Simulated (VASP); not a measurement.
Crystal: AlFe.

```
CELL_PARAMETERS angstrom
2.91000 0.00000 0.00000
0.00000 2.91000 0.00000
0.00000 0.00000 2.91000
ATOMIC_POSITIONS crystal
Al 0.00000 0.00000 0.00000
Fe 0.50000 0.50000 0.50000
```

Base run:

* Program: VASP 6.6.1
* Functional: PBE
* Potentials or basis: VASP PAW PBE potentials, release 64 (Al, Fe)
* Cutoff: 520 eV
* k mesh: 9 × 9 × 9
* Occupations: fermi-dirac, width 0.1 eV
* Spin: collinear spin, ferrimagnetic start
* Starting moments: [-0.04, 0.92] μB
* Fixed moment: 0.8 μB

Its results: pressure -5.3 GPa; site moments Al -0.03; Fe +0.85 μB.

**Question.** The run is repeated on the same cell with these changes: fixed moment from 0.8 μB to 2.5 μB; moments at the start from [-0.04, 0.92] to [-0.01, 2.64]. What comes out?

**Answer.** Pressure 10.6 GPa; site moments Al -0.02; Fe +2.44 μB.

Caveats: the total moment is fixed, so each spin has its own Fermi level.
